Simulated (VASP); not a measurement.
# Al in VASP: a series of runs

Al is run at these levels: HSE06, PBEsol+D3(BJ); tasks: single point.

All numbers are computed with VASP 6.6.1; they aren't measurements. Logs are shortened: lines on timing, memory, paths and dates and some standing lists are left out, and cuts for length are marked.

## (1) The cell of the first run

The structure is cubic, space group Fm-3m (No. 225). Conventional cell: a = 4.129 Å, b = 4.129 Å, c = 4.129 Å, α = 90.00°, β = 90.00°, γ = 90.00°. Al (site symmetry m-3m) has 12 Al at 2.92 Å within 3.8 Å.

## (2) Single point, HSE06

File POSCAR:

```
Al
1.0
    0.0000000000      2.0645171409      2.0645171409
    2.0645171409      0.0000000000      2.0645171409
    2.0645171409      2.0645171409      0.0000000000
Al
1
Direct
    0.0000000000      0.0000000000      0.0000000000
```

File INCAR.step1:

```
SYSTEM = Al
PREC = Accurate
ENCUT = 520
EDIFF = 1E-5
ISMEAR = -1
SIGMA = 0.05
LREAL = .False.
LASPH = .True.
NELM = 80
ALGO = Normal
ISIF = 2
LWAVE = .True.
LCHARG = .False.
GGA = PE
NBANDS = 8
```

File INCAR.step2:

```
SYSTEM = Al
PREC = Accurate
ENCUT = 520
EDIFF = 1E-6
ISMEAR = -1
SIGMA = 0.05
LREAL = .False.
LASPH = .True.
NELM = 80
ALGO = Normal
ISIF = 2
LWAVE = .False.
LCHARG = .False.
GGA = PE
LHFCALC = .True.
HFSCREEN = 0.2079
PRECFOCK = Normal
ISTART = 1
NBANDS = 8
```

File KPOINTS:

```
regular mesh
0
Gamma
  6 6 6
  0 0 0
```

Potentials or basis: VASP PAW PBE potentials, release 64 (Al).

Launch:

```console
> cat potpaw_PBE.64/Al/POTCAR > POTCAR
> cp INCAR.step1 INCAR
> mpirun -np 1 vasp_std > vasp.out
> cp INCAR.step2 INCAR
> mpirun -np 1 vasp_std > vasp.out
```

OUTCAR:

```text
SYSTEM = Al
   PREC = Accurate
   ENCUT = 520
   EDIFF = 1E-6
   ISMEAR = -1
   LREAL = .False.
   LASPH = .True.
   NELM = 80
   ISIF = 2
   GGA = PE
   LHFCALC = .True.
   HFSCREEN = 0.2079
   PRECFOCK = Normal
   ISTART = 1

 ion  position               nearest neighbor table
   1  0.000  0.000  0.000-

  LATTYP: Found a face centered cubic cell.
 ALAT       =     4.1290342818

  Lattice vectors:

 A1 = (   0.0000000000,   2.0645171409,   2.0645171409)
 A2 = (   2.0645171409,   0.0000000000,   2.0645171409)
 A3 = (   2.0645171409,   2.0645171409,   0.0000000000)

Analysis of symmetry for initial positions (statically):
=====================================================================
 Subroutine PRICEL returns:
 Original cell was already a primitive cell.

 Routine SETGRP: Setting up the symmetry group for a
 face centered cubic supercell.

 Subroutine GETGRP returns: Found 48 space group operations
 (whereof 48 operations were pure point group operations)
 out of a pool of 48 trial point group operations.

The static configuration has the point symmetry O_h .

Analysis of symmetry for dynamics (positions and initial velocities):
=====================================================================
 Subroutine PRICEL returns:
 Original cell was already a primitive cell.

 Routine SETGRP: Setting up the symmetry group for a
 face centered cubic supercell.

 Subroutine GETGRP returns: Found 48 space group operations
 (whereof 48 operations were pure point group operations)
 out of a pool of 48 trial point group operations.

The dynamic configuration has the point symmetry O_h .

 Subroutine INISYM returns: Found 48 space group operations
 (whereof 48 operations are pure point group operations),
 and found     1 'primitive' translations

----------------------------------------------------------------------------------------

                                     Primitive cell

  volume of cell :      17.5989

  direct lattice vectors                    reciprocal lattice vectors
     0.000000000  2.064517141  2.064517141    -0.242187381  0.242187381  0.242187381
     2.064517141  0.000000000  2.064517141     0.242187381 -0.242187381  0.242187381
     2.064517141  2.064517141  0.000000000     0.242187381  0.242187381 -0.242187381

  length of vectors
     2.919668140  2.919668140  2.919668140     0.419480849  0.419480849  0.419480849

  position of ions in fractional coordinates (direct lattice)
     0.000000000  0.000000000  0.000000000

  ion indices of the primitive-cell ions
   primitive index   ion index
                 1           1

----------------------------------------------------------------------------------------

 KPOINTS: regular mesh

Automatic generation of k-mesh.
 Grid dimensions read from file:
 generate k-points for:    6    6    6

 Generating k-lattice:

  Cartesian coordinates                     Fractional coordinates (reciprocal lattice)
    -0.040364564  0.040364564  0.040364564     0.166666667  0.000000000  0.000000000
     0.040364564 -0.040364564  0.040364564     0.000000000  0.166666667  0.000000000
     0.040364564  0.040364564 -0.040364564     0.000000000  0.000000000  0.166666667

  Length of vectors
     0.069913475  0.069913475  0.069913475

  Shift w.r.t. Gamma in fractional coordinates (k-lattice)
     0.000000000  0.000000000  0.000000000

 Subroutine IBZKPT returns following result:
 ===========================================

 Found     16 irreducible k-points:

 Following reciprocal coordinates:
            Coordinates               Weight
  0.000000  0.000000  0.000000      1.000000
  0.166667  0.000000  0.000000      8.000000
  0.333333  0.000000  0.000000      8.000000
  0.500000  0.000000  0.000000      4.000000
  0.166667  0.166667  0.000000      6.000000
  0.333333  0.166667  0.000000     24.000000
  0.500000  0.166667  0.000000     24.000000
 -0.333333  0.166667  0.000000     24.000000
 -0.166667  0.166667  0.000000     12.000000
  0.333333  0.333333  0.000000      6.000000
  0.500000  0.333333  0.000000     24.000000
 -0.333333  0.333333  0.000000     12.000000
  0.500000  0.500000  0.000000      3.000000
  0.500000  0.333333  0.166667     24.000000
 -0.333333  0.333333  0.166667     24.000000
 -0.333333  0.500000  0.166667     12.000000
   k-points           NKPTS =     16   k-points in BZ     NKDIM =    216   number of bands    NBANDS=      8
   number of dos      NEDOS =    301   number of ions     NIONS =      1
   total plane-waves  NPLWV =  13824
   dimension x,y,z NGX =    24 NGY =   24 NGZ =   24
   dimension x,y,z NGXF=    48 NGYF=   48 NGZF=   48
   ions per type =               1
   NGX,Y,Z   is equivalent  to a cutoff of  13.67, 13.67, 13.67 a.u.
   NGXF,Y,Z  is equivalent  to a cutoff of  27.33, 27.33, 27.33 a.u.
 SYSTEM =  Al
   PREC   = accura    normal or accurate (medium, high low for compatibility)
   ISTART =      1    job   : 0-new  1-cont  2-samecut
   ICHARG =      0    charge: 1-file 2-atom 10-const
   ISPIN  =      1    spin polarized calculation?
   LNONCOLLINEAR =      F non collinear calculations
   LSORBIT =      F    spin-orbit coupling
   LASPH  =      T    aspherical Exc in radial PAW
   ENCUT  =  520.0 eV  38.22 Ry    6.18 a.u.   5.43  5.43  5.43*2*pi/ulx,y,z
   NELM   =     80;   NELMIN=  2; NELMDL=  0     # of ELM steps
   EDIFF  = 0.1E-05   stopping-criterion for ELM
   LREAL  =      F    real-space projection
   EDIFFG = 0.1E-04   stopping-criterion for IOM
   NSW    =      0    number of steps for IOM
   IBRION =     -1    ionic relax: 0-MD 1-quasi-New 2-CG
   NFREE  =      0    steps in history (QN), initial steepest desc. (CG)
   ISIF   =      2    stress and relaxation
   ISYM   =      3    0-nonsym 1-usesym 2-fastsym
   POTIM  = 0.5000    time-step for ionic-motion
   TEBEG  =    0.0;   TEEND  =   0.0 temperature during run
   PSTRESS=    0.0 pullay stress
   NELECT =       3.0000    total number of electrons
   NUPDOWN=      -1.0000    fix difference up-down
   EMIN   =  10.00;   EMAX   =-10.00  energy-range for DOS
   EFERMI =   0.00;   METHOD = LEGACY
   ISMEAR =    -1;   SIGMA  =   0.05  broadening in eV -4-tet -1-fermi 0-gaus
   EFERMI_NEDOS =   21; number of points for ismear=-14 and -15
   IALGO  =     38    algorithm
   IMIX   =      1    mixing-type and parameters
     AMIX     =   0.40;   BMIX     =  1.00
     AMIX_MAG =   1.60;   BMIX_MAG =  1.00
  volume/ion in A,a.u.               =      17.60       118.76
  Fermi-wavevector in a.u.,A,eV,Ry     =   0.907723  1.715348 11.210675  0.823961
  Thomas-Fermi vector in A             =   2.031564
   LORBIT       =      0    0 simple, 1 ext, 2 COOP (PROOUT), +10 PAW based schemes
   GGA     = PE    functional components
   LHFCALC =     T    Hartree Fock is set to
   PRECFOCK=normal    Normal, Fast or Accurate (Low or Medium for compatibility)
   ENCUT4O =  -1.0   cutoff for four orbital integrals eV
   NKREDX  =     1    reduce k-point grid by
   NKREDY  =     1    reduce k-point grid by
   NKREDZ  =     1    reduce k-point grid by
   AEXX    =    0.2500 exact exchange contribution
   HFSCREEN=    0.2079 screening length (either q_TF or 0.3 A-1)
   HFSCREENC=   0.2079 screening length for correlation (either q_TF or 0.3 A-1)
   ENCUTFOCK=  -1.0 apply spherical cutoff to Coloumb kernel
   IVDW    =     0    specifies the selected vdW correction
   LEPSILON=     F    determine dielectric tensor
   LRPA    =     F    only Hartree local field effects (RPA)
 non-spin polarized calculation
  energy-cutoff  :      520.00
  volume of cell :       17.60
 maximum number of plane-waves:       489
 NGX is ok and might be reduce to    24
  NGX = 18; NGY = 18; NGZ = 18

 number of electron       3.0000000 magnetization

 Free energy of the ion-electron system (eV)
  ---------------------------------------------------
  ext. energy  EPLUGINS =         0.00000000
  ---------------------------------------------------
  free energy    TOTEN  =        -4.15866177 eV

  energy without entropy =       -4.15454849  energy(sigma->0) =       -4.15660513

 E-fermi :   7.7005     XC(G=0):  -8.2357

 val. band max:        6.6459326991   @ k =  -0.3333   0.5000   0.1667
 cond. band min:       7.7201521485   @ k =  -0.3333   0.3333   0.0000
 fundamental gap:      1.0742194494
 Fermi energy:         7.7005368388

 k-point     1 :       0.0000    0.0000    0.0000
  band No.  band energies     occupation
      1      -4.8844      2.00000
      2      20.6540      0.00000
      3      20.6540      0.00000
      4      20.6540      0.00000
      5      21.6996      0.00000
      6      21.6996      0.00000
      7      21.6996      0.00000
      8      24.2820      0.00000

 k-point     2 :       0.1667    0.0000    0.0000
  band No.  band energies     occupation
      1      -4.0732      2.00000
      2      14.4227      0.00000
      3      19.1987      0.00000
      4      19.1987      0.00000
      5      22.3108      0.00000
      6      23.7830      0.00000
      7      23.7830      0.00000
      8      25.2011      0.00000

 k-point     3 :       0.3333    0.0000    0.0000
  band No.  band energies     occupation
      1      -1.6457      2.00000
      2       7.8945      0.04048
      3      18.5769      0.00000
      4      18.5769      0.00000
      5      21.2264      0.00000
      6      21.2264      0.00000
      7      22.0650      0.00000
      8      25.0200      0.00000

 k-point     4 :       0.5000    0.0000    0.0000
  band No.  band energies     occupation
      1       2.3506      2.00000
      2       2.4195      2.00000
      3      19.0551      0.00000
      4      19.0551      0.00000
      5      19.4770      0.00000
      6      19.4770      0.00000
      7      22.9244      0.00000
      8      22.9272      0.00000

 k-point     5 :       0.1667    0.1667    0.0000
  band No.  band energies     occupation
      1      -3.8030      2.00000
      2      16.8114      0.00000
      3      16.8114      0.00000
      4      17.1488      0.00000
      5      19.7975      0.00000
      6      20.4187      0.00000
      7      26.8522      0.00000
      8      26.8522      0.00000

 k-point     6 :       0.3333    0.1667    0.0000
  band No.  band energies     occupation
      1      -1.9151      2.00000
      2      10.6095      0.00000
      3      15.7176      0.00000
      4      16.5034      0.00000
      5      17.3878      0.00000
      6      22.2476      0.00000
      7      26.0179      0.00000
      8      27.4554      0.00000

 k-point     7 :       0.5000    0.1667    0.0000
  band No.  band energies     occupation
      1       1.5765      2.00000
      2       4.7801      2.00000
      3      13.9465      0.00000
      4      15.9466      0.00000
      5      17.7460      0.00000
      6      23.8317      0.00000
      7      25.9771      0.00000
      8      28.0589      0.00000

 k-point     8 :      -0.3333    0.1667    0.0000
  band No.  band energies     occupation
      1       0.2406      2.00000
      2       6.5783      2.00000
      3      12.7755      0.00000
      4      17.4889      0.00000
      5      19.4168      0.00000
      6      22.7794      0.00000
      7      25.2632      0.00000
      8      27.9173      0.00000

 k-point     9 :      -0.1667    0.1667    0.0000
  band No.  band energies     occupation
      1      -2.7232      2.00000
      2      12.2199      0.00000
      3      13.5525      0.00000
      4      20.2471      0.00000
      5      22.2833      0.00000
      6      22.5811      0.00000
      7      23.5458      0.00000
      8      24.4062      0.00000

 k-point    10 :       0.3333    0.3333    0.0000
  band No.  band energies     occupation
      1      -0.5714      2.00000
      2      12.0557      0.00000
      3      14.1643      0.00000
      4      14.1643      0.00000
      5      14.1937      0.00000
      6      17.5352      0.00000
      7      30.8519      0.00000
      8      32.0946      0.00000

 k-point    11 :       0.5000    0.3333    0.0000
  band No.  band energies     occupation
      1       2.3565      2.00000
      2       8.5764      0.00000
      3       8.9159      0.00000
      4      13.9449      0.00000
      5      15.5325      0.00000
      6      20.6605      0.00000
      7      29.4148      0.00000
      8      31.7220      0.00000

 k-point    12 :      -0.3333    0.3333    0.0000
  band No.  band energies     occupation
      1       3.7296      2.00000
      2       6.1864      2.00000
      3       7.7202      0.80632
      4      15.0603      0.00000
      5      16.8615      0.00000
      6      26.4500      0.00000
      7      28.0237      0.00000
      8      28.1776      0.00000

 k-point    13 :       0.5000    0.5000    0.0000
  band No.  band energies     occupation
      1       4.1337      2.00000
      2       5.5896      2.00000
      3      13.1860      0.00000
      4      13.2764      0.00000
      5      13.2764      0.00000
      6      16.6346      0.00000
      7      33.2867      0.00000
      8      34.7714      0.00000

 k-point    14 :       0.5000    0.3333    0.1667
  band No.  band energies     occupation
      1       0.5057      2.00000
      2       9.2619      0.00000
      3      10.7148      0.00000
      4      13.0303      0.00000
      5      20.7255      0.00000
      6      22.1336      0.00000
      7      24.2712      0.00000
      8      30.8605      0.00000

 k-point    15 :      -0.3333    0.3333    0.1667
  band No.  band energies     occupation
      1       4.4189      2.00000
      2       4.5639      2.00000
      3      10.6873      0.00000
      4      11.0332      0.00000
      5      21.7863      0.00000
      6      22.3904      0.00000
      7      26.7253      0.00000
      8      27.8580      0.00000

 k-point    16 :      -0.3333    0.5000    0.1667
  band No.  band energies     occupation
      1       5.1649      2.00000
      2       6.6459      2.00000
      3       8.2726      0.00002
      4       9.7766      0.00000
      5      19.8311      0.00000
      6      21.4557      0.00000
      7      27.8965      0.00000
      8      28.8457      0.00000

------------------------ aborting loop because EDIFF is reached ----------------------------------------

  FORCE on cell =-STRESS in cart. coord.  units (eV):
  Direction    XX          YY          ZZ          XY          YZ          ZX
  --------------------------------------------------------------------------------------
  -------------------------------------------------------------------------------------
  Total       -0.5301462     -0.5301462     -0.5301462      0.0000000     -0.0000000     -0.0000000
  in kB      -48.2637157    -48.2637157    -48.2637157      0.0000000     -0.0000000     -0.0000000
  external PRESSURE =     -48.2637157 kB  Pullay stress =       0.0000000 kB

 VOLUME and BASIS-vectors are now :
 -----------------------------------------------------------------------------
  energy-cutoff  :      520.00
  volume of cell :       17.60
      direct lattice vectors                 reciprocal lattice vectors
     0.000000000  2.064517141  2.064517141    -0.242187381  0.242187381  0.242187381
     2.064517141  0.000000000  2.064517141     0.242187381 -0.242187381  0.242187381
     2.064517141  2.064517141  0.000000000     0.242187381  0.242187381 -0.242187381

 POSITION                                       TOTAL-FORCE (eV/Angst)
 -----------------------------------------------------------------------------------
      0.00000      0.00000      0.00000         0.000000      0.000000      0.000000
 -----------------------------------------------------------------------------------
    total drift:                               -0.000058     -0.000083     -0.000085

  FREE ENERGIE OF THE ION-ELECTRON SYSTEM (eV)
  ---------------------------------------------------
  free  energy   TOTEN  =        -4.1586617659 eV

  energy  without entropy=       -4.1545484892  energy(sigma->0) =       -4.15660513
```

It took 4.1 min on 1 thread of AMD EPYC 7R13, shared host; peak memory 0.2 GiB.

Results:

```
Free energy            : -4.1587 eV
Pressure               : -4.8 GPa
Band gap on the k mesh : zero (an odd number of electrons rules out a gap without spin polarisation)
```

Caveat: the k points lie up to 0.44 Å⁻¹ apart, too coarse for converged energies and pressures of a metal; the PAW data sets were made with another functional, which shifts forces and pressure a little.

## (3) Single point, PBEsol+D3(BJ), non-collinear spin, zero start, spin-orbit coupling (the cell strained at random)

File INCAR:

```
  PREC = Accurate
  ENCUT = 520
  EDIFF = 1E-7
  ISMEAR = 1
  SIGMA = 0.025
  LREAL = False
  LASPH = True
  NELM = 150
  ALGO = Normal
  ISIF = 2
  LWAVE = False
  LCHARG = False
  MAGMOM = 0 0 0
  LORBIT = 11
  LSORBIT = True
  GGA_COMPAT = False
  LORBMOM = True
  GGA = PS
  IVDW = 12
  NBANDS = 14
```

File KPOINTS:

```
regular mesh
0
Gamma
  8 8 8
```

File POSCAR:

```
Al
1.0
   -0.0061741946      1.9784743627      1.9683323567
    1.9974784559     -0.0309514855      1.9932705454
    1.9703962982      1.9756529064     -0.0034653110
Al
1
Direct
    0.0108820000     -0.0398210000      0.0067860000
```

Potentials or basis: VASP PAW PBE potentials, release 64 (Al).

Launch:

```console
> cat potpaw_PBE.64/Al/POTCAR > POTCAR
> mpirun -np 1 vasp_ncl > vasp.out
```

Wall time 2.4 min (1 thread of Intel Xeon 8259CL, shared host); peak memory 0.25 GiB.

It converged, with:

```
Free energy                                           : -4.4168 eV
Pressure                                              : -0.3 GPa
Net moment                                            : 0.00 μB per cell
Valence electrons inside the program's atomic spheres : Al 0.79
Dispersion energy per atom                            : -0.334 eV
```

Moments on the atoms (μB; x, y, z):
```
Al  0.00 0.00 0.00
```

Caveat: the cell differs from its parent crystal (the cell strained at random); three body term missing; the PAW data sets were made with another functional, which shifts forces and pressure a little.
